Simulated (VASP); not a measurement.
# MgO (C2) in VASP: single point with PBEsol

Aim: the single point of MgO with PBEsol.

Everything below comes from runs of VASP 6.6.1. Logs are shortened: lines on timing, memory, paths and dates and some standing lists are left out, and cuts for length are marked.

**1. The cell of the first run**

The structure is monoclinic, space group C2 (No. 5). The conventional cell has a = 6.326 Å, b = 3.636 Å, c = 4.323 Å, α = 90.00°, β = 91.27°, γ = 90.00°. Within 2.5 Å of Mg (site symmetry 1) lie 5 O at 1.90 to 2.28 Å. Within 2.5 Å of O (site symmetry 1) lie 5 Mg at 1.90 to 2.28 Å.

**2. Single point, PBEsol (strained and its atoms moved)**

Contents of INCAR:

```
ALGO = Normal
EDIFF = 1E-6
ENCUT = 520
GGA = PS
ISIF = 2
ISMEAR = 0
LASPH = True
LCHARG = False
LREAL = False
LWAVE = False
NBANDS = 16
NELM = 60
PREC = Accurate
SIGMA = 0.02
```

Contents of KPOINTS:

```
k-points
0
Gamma
  9 9 6
```

Contents of POSCAR:

```
MgO
1.0
    3.6480760680     -0.0069030282      0.0348637786
   -1.8300162318      3.1558940786     -0.0348532030
    0.0417804122     -0.0241072978      4.3222672029
Mg O
2 2
Direct
    0.7157953864      0.3290510999      0.7394161800
    0.3290510999      0.7157953864      0.2605838200
    0.6374896765      0.3176638372      0.2634388192
    0.3176638372      0.6374896765      0.7365611808
```

Potentials or basis: VASP PAW PBE potentials, release 64 (Mg, O).

Run with:

```
$ cat potpaw_PBE.64/Mg/POTCAR potpaw_PBE.64/O/POTCAR > POTCAR
$ mpirun -np 1 vasp_std > vasp.out
```

OUTCAR:

```text
EDIFF = 1E-6
   ENCUT = 520
   GGA = PS
   ISIF = 2
   ISMEAR = 0
   LASPH = True
   LREAL = False
   NELM = 60
   PREC = Accurate

 ion  position               nearest neighbor table
   1  0.716  0.329  0.739-   4 1.90   3 2.08   4 2.19   4 2.24   3 2.28   2 2.83   2 2.83   2 2.99
                             2 2.99   2 3.24   2 3.29
   2  0.329  0.716  0.261-   3 1.90   4 2.08   3 2.19   3 2.24   4 2.28   1 2.83   1 2.83   1 2.99
                             1 2.99   1 3.24   1 3.29
   3  0.637  0.318  0.263-   2 1.90   1 2.08   2 2.19   2 2.24   1 2.28
   4  0.318  0.637  0.737-   1 1.90   2 2.08   1 2.19   1 2.24   2 2.28

  LATTYP: Found a base centered monoclinic cell.
 ALAT       =     6.3259498292
 B/A-ratio  =     0.5747968704
 C/A-ratio  =     0.6833023453
 COS(beta)  =    -0.0221787443

  Lattice vectors:

 A1 = (  -1.8300162318,   3.1558940786,  -0.0348532030)
 A2 = (  -3.6480760680,   0.0069030282,  -0.0348637786)
 A3 = (   0.0417804122,  -0.0241072978,   4.3222672029)

Analysis of symmetry for initial positions (statically):
=====================================================================
 Subroutine PRICEL returns:
 Original cell was already a primitive cell.

 Routine SETGRP: Setting up the symmetry group for a
 base centered monoclinic supercell.

 Subroutine GETGRP returns: Found  2 space group operations
 (whereof  2 operations were pure point group operations)
 out of a pool of  4 trial point group operations.

The static configuration has the point symmetry C_2 .

Analysis of symmetry for dynamics (positions and initial velocities):
=====================================================================
 Subroutine PRICEL returns:
 Original cell was already a primitive cell.

 Routine SETGRP: Setting up the symmetry group for a
 base centered monoclinic supercell.

 Subroutine GETGRP returns: Found  2 space group operations
 (whereof  2 operations were pure point group operations)
 out of a pool of  4 trial point group operations.

The dynamic configuration has the point symmetry C_2 .

 Subroutine INISYM returns: Found  2 space group operations
 (whereof  2 operations are pure point group operations),
 and found     1 'primitive' translations

----------------------------------------------------------------------------------------

                                     Primitive cell

  volume of cell :      49.7013

  direct lattice vectors                    reciprocal lattice vectors
     3.648076068 -0.006903028  0.034863779     0.274435051  0.159117847 -0.001765302
    -1.830016232  3.155894079 -0.034853203     0.000583411  0.317225197  0.001763673
     0.041780412 -0.024107298  4.322267203    -0.002208912  0.001274531  0.231388521

  length of vectors
     3.648249187  3.648265559  4.322536355     0.317232096  0.317230636  0.231402574

  position of ions in fractional coordinates (direct lattice)
     0.715795386  0.329051100  0.739416180
     0.329051100  0.715795386  0.260583820
     0.637489677  0.317663837  0.263438819
     0.317663837  0.637489677  0.736561181

  ion indices of the primitive-cell ions
   primitive index   ion index
                 1           1
                 2           2
                 3           3
                 4           4

----------------------------------------------------------------------------------------

 KPOINTS: k-points

Automatic generation of k-mesh.
 Grid dimensions read from file:
 generate k-points for:    9    9    6

 Generating k-lattice:

  Cartesian coordinates                     Fractional coordinates (reciprocal lattice)
     0.030492783  0.017679761 -0.000196145     0.111111111  0.000000000  0.000000000
     0.000064823  0.035247244  0.000195964    -0.000000000  0.111111111  0.000000000
    -0.000368152  0.000212422  0.038564753     0.000000000  0.000000000  0.166666667

  Length of vectors
     0.035248011  0.035247848  0.038567096

  Shift w.r.t. Gamma in fractional coordinates (k-lattice)
     0.000000000  0.000000000  0.000000000

 Subroutine IBZKPT returns following result:
 ===========================================

 Found    140 irreducible k-points:

 Following reciprocal coordinates:
            Coordinates               Weight
  0.000000  0.000000  0.000000      1.000000
  0.111111 -0.000000  0.000000      4.000000
  0.222222 -0.000000  0.000000      4.000000
  0.333333 -0.000000  0.000000      4.000000
  0.444444 -0.000000  0.000000      4.000000
  0.111111  0.111111 -0.000000      2.000000
[... 16 lines left out ...]
 -0.333333  0.333333 -0.000000      2.000000
  0.444444  0.444444 -0.000000      2.000000
 [... further k-points ...]
   k-points           NKPTS =    140   k-points in BZ     NKDIM =    140   number of bands    NBANDS=     16
   number of dos      NEDOS =    301   number of ions     NIONS =      4
   total plane-waves  NPLWV =  25088
   dimension x,y,z NGX =    28 NGY =   28 NGZ =   32
   dimension x,y,z NGXF=    56 NGYF=   56 NGZF=   64
   ions per type =               2   2
   NGX,Y,Z   is equivalent  to a cutoff of  12.76, 12.76, 12.31 a.u.
   NGXF,Y,Z  is equivalent  to a cutoff of  25.52, 25.52, 24.61 a.u.
 SYSTEM =  unknown system
   PREC   = accura    normal or accurate (medium, high low for compatibility)
   ISTART =      0    job   : 0-new  1-cont  2-samecut
   ICHARG =      2    charge: 1-file 2-atom 10-const
   ISPIN  =      1    spin polarized calculation?
   LNONCOLLINEAR =      F non collinear calculations
   LSORBIT =      F    spin-orbit coupling
   LASPH  =      T    aspherical Exc in radial PAW
   ENCUT  =  520.0 eV  38.22 Ry    6.18 a.u.   6.78  6.78  8.04*2*pi/ulx,y,z
   NELM   =     60;   NELMIN=  2; NELMDL= -5     # of ELM steps
   EDIFF  = 0.1E-05   stopping-criterion for ELM
   LREAL  =      F    real-space projection
   EDIFFG = 0.1E-04   stopping-criterion for IOM
   NSW    =      0    number of steps for IOM
   IBRION =     -1    ionic relax: 0-MD 1-quasi-New 2-CG
   NFREE  =      0    steps in history (QN), initial steepest desc. (CG)
   ISIF   =      2    stress and relaxation
   ISYM   =      2    0-nonsym 1-usesym 2-fastsym
   POTIM  = 0.5000    time-step for ionic-motion
   TEBEG  =    0.0;   TEEND  =   0.0 temperature during run
   PSTRESS=    0.0 pullay stress
   NELECT =      16.0000    total number of electrons
   NUPDOWN=      -1.0000    fix difference up-down
   EMIN   =  10.00;   EMAX   =-10.00  energy-range for DOS
   EFERMI =   0.00;   METHOD = LEGACY
   ISMEAR =     0;   SIGMA  =   0.02  broadening in eV -4-tet -1-fermi 0-gaus
   EFERMI_NEDOS =   21; number of points for ismear=-14 and -15
   IALGO  =     38    algorithm
   IMIX   =      4    mixing-type and parameters
     AMIX     =   0.40;   BMIX     =  1.00
     AMIX_MAG =   1.60;   BMIX_MAG =  1.00
  volume/ion in A,a.u.               =      12.43        83.85
  Fermi-wavevector in a.u.,A,eV,Ry     =   1.121998  2.120270 17.128109  1.258881
  Thomas-Fermi vector in A             =   2.258656
   LORBIT       =      0    0 simple, 1 ext, 2 COOP (PROOUT), +10 PAW based schemes
   GGA     = PS    functional components
   LHFCALC =     F    Hartree Fock is set to
   AEXX    =    0.0000 exact exchange contribution
   IVDW    =     0    specifies the selected vdW correction
   LEPSILON=     F    determine dielectric tensor
   LRPA    =     F    only Hartree local field effects (RPA)
 non-spin polarized calculation
 Gauss-broadening in eV      SIGMA  =   0.02
  energy-cutoff  :      520.00
  volume of cell :       49.70
 maximum number of plane-waves:      1351
   NGX = 13   NGY = 13   NGZ = 17

 number of electron      15.9999992 magnetization

 Free energy of the ion-electron system (eV)
  ---------------------------------------------------
  ext. energy  EPLUGINS =         0.00000000
  ---------------------------------------------------
  free energy    TOTEN  =       -24.06601605 eV

  energy without entropy =      -24.06601605  energy(sigma->0) =      -24.06601605

 E-fermi :   1.2443     XC(G=0):  -9.7602

 val. band max:        1.0954157577   @ k =   0.0000   0.0000   0.0000
 cond. band min:       3.7798278202   @ k =   0.0000   0.0000   0.0000
 fundamental gap:      2.6844120625
 Fermi energy:         1.2443057291

 k-point     1 :       0.0000    0.0000    0.0000
  band No.  band energies     occupation
      1     -15.2596      2.00000
      2     -14.1052      2.00000
      3      -2.0908      2.00000
      4      -0.4891      2.00000
      5      -0.3591      2.00000
      6       0.2935      2.00000
[... 8 lines left out ...]
     15      15.3609      0.00000
     16      15.4671      0.00000

 k-point     2 :       0.1111   -0.0000    0.0000
  band No.  band energies     occupation
      1     -15.2105      2.00000
      2     -14.1145      2.00000
      3      -2.0055      2.00000
      4      -0.6555      2.00000
      5      -0.4645      2.00000
      6       0.0670      2.00000
[... 8 lines left out ...]
     15      14.9456      0.00000
     16      15.6112      0.00000

 k-point     3 :       0.2222   -0.0000    0.0000
  band No.  band energies     occupation
      1     -15.0758      2.00000
      2     -14.1476      2.00000
      3      -1.7625      2.00000
      4      -1.1838      2.00000
      5      -0.6630      2.00000
      6      -0.2815      2.00000
[... 8 lines left out ...]
     15      14.2400      0.00000
     16      15.5477      0.00000

 k-point     4 :       0.3333   -0.0000    0.0000
  band No.  band energies     occupation
      1     -14.8930      2.00000
      2     -14.2129      2.00000
      3      -1.7645      2.00000
      4      -1.4037      2.00000
      5      -0.8421      2.00000
      6      -0.5059      2.00000
[... 8 lines left out ...]
     15      14.0480      0.00000
     16      15.4054      0.00000

 k-point     5 :       0.4444   -0.0000    0.0000
  band No.  band energies     occupation
      1     -14.7345      2.00000
      2     -14.2935      2.00000
      3      -2.1038      2.00000
      4      -1.0624      2.00000
      5      -0.9450      2.00000
      6      -0.6118      2.00000
[... 8 lines left out ...]
     15      14.4102      0.00000
     16      15.4220      0.00000

 k-point     6 :       0.1111    0.1111   -0.0000
  band No.  band energies     occupation
      1     -15.1184      2.00000
      2     -14.1331      2.00000
      3      -1.8422      2.00000
      4      -0.9115      2.00000
      5      -0.8266      2.00000
      6      -0.1052      2.00000
[... 8 lines left out ...]
     15      14.3727      0.00000
     16      15.7633      0.00000
[... 267 lines left out ...]
 k-point    21 :       0.4444    0.3333   -0.0000
  band No.  band energies     occupation
      1     -14.6203      2.00000
      2     -14.3935      2.00000
      3      -2.0239      2.00000
      4      -1.0327      2.00000
      5      -0.9026      2.00000
      6      -0.5622      2.00000
[... 8 lines left out ...]
     15      14.5341      0.00000
     16      15.1338      0.00000

 k-point    22 :      -0.4444    0.3333   -0.0000
  band No.  band energies     occupation
      1     -14.7670      2.00000
      2     -14.3042      2.00000
      3      -1.8237      2.00000
      4      -1.1686      2.00000
      5      -1.0376      2.00000
      6      -0.4834      2.00000
[... 8 lines left out ...]
     15      14.2408      0.00000
     16      14.7758      0.00000

 k-point    23 :      -0.3333    0.3333   -0.0000
  band No.  band energies     occupation
      1     -14.8878      2.00000
      2     -14.2412      2.00000
      3      -1.5973      2.00000
      4      -1.3970      2.00000
      5      -0.9266      2.00000
      6      -0.4325      2.00000
[... 8 lines left out ...]
     15      14.3498      0.00000
     16      14.4273      0.00000

 k-point    24 :       0.4444    0.4444   -0.0000
  band No.  band energies     occupation
      1     -14.6529      2.00000
      2     -14.3827      2.00000
      3      -1.9826      2.00000
      4      -1.0526      2.00000
      5      -0.9795      2.00000
      6      -0.4957      2.00000
[... 8 lines left out ...]
     15      14.1513      0.00000
     16      14.7211      0.00000

 [... further k-points ...]

------------------------ aborting loop because EDIFF is reached ----------------------------------------

  FORCE on cell =-STRESS in cart. coord.  units (eV):
  Direction    XX          YY          ZZ          XY          YZ          ZX
  --------------------------------------------------------------------------------------
  -------------------------------------------------------------------------------------
  Total       -2.9860031     -1.6556025     -2.9639223      1.1521812      0.3355402     -0.5811919
  in kB      -96.2571799    -53.3702164    -95.5453805     37.1418603     10.8165170    -18.7353778
  external PRESSURE =     -81.7242589 kB  Pullay stress =       0.0000000 kB

 VOLUME and BASIS-vectors are now :
 -----------------------------------------------------------------------------
  energy-cutoff  :      520.00
  volume of cell :       49.70
      direct lattice vectors                 reciprocal lattice vectors
     3.648076068 -0.006903028  0.034863779     0.274435051  0.159117847 -0.001765302
    -1.830016232  3.155894079 -0.034853203     0.000583411  0.317225197  0.001763673
     0.041780412 -0.024107298  4.322267203    -0.002208912  0.001274531  0.231388521

 POSITION                                       TOTAL-FORCE (eV/Angst)
 -----------------------------------------------------------------------------------
      2.04000      1.01568      3.20944        -1.806660     -0.594330      0.448752
     -0.09863      2.25042      1.11284         0.388627     -1.861790     -0.448761
      1.75529      0.99176      1.14981         0.516856      1.339002     -0.641900
      0.02302      1.99190      3.17247         0.901177      1.117118      0.641908
 -----------------------------------------------------------------------------------
    total drift:                               -0.000382     -0.000800      0.000107

  FREE ENERGIE OF THE ION-ELECTRON SYSTEM (eV)
  ---------------------------------------------------
  free  energy   TOTEN  =       -24.0660160535 eV

  energy  without entropy=      -24.0660160535  energy(sigma->0) =      -24.06601605
```

Wall time 2.4 min (1 thread of Intel Xeon 8259CL, shared host); peak memory 0.24 GiB.

Results:

```yaml
Free_energy: -24.0660 eV
Pressure: -8.2 GPa
Largest_force: 1.954 eV/Å
Band_gap_on_the_k_mesh: 2.68 eV
```

Forces on the atoms (eV/Å):
```
Mg  -1.807 -0.594  0.449
Mg   0.389 -1.862 -0.449
O    0.517  1.339 -0.642
O    0.901  1.117  0.642
```

Caveat: the cell differs from its parent crystal (strained and its atoms moved); the cell stands under tension; the PAW data sets were made with another functional, which shifts forces and pressure a little.
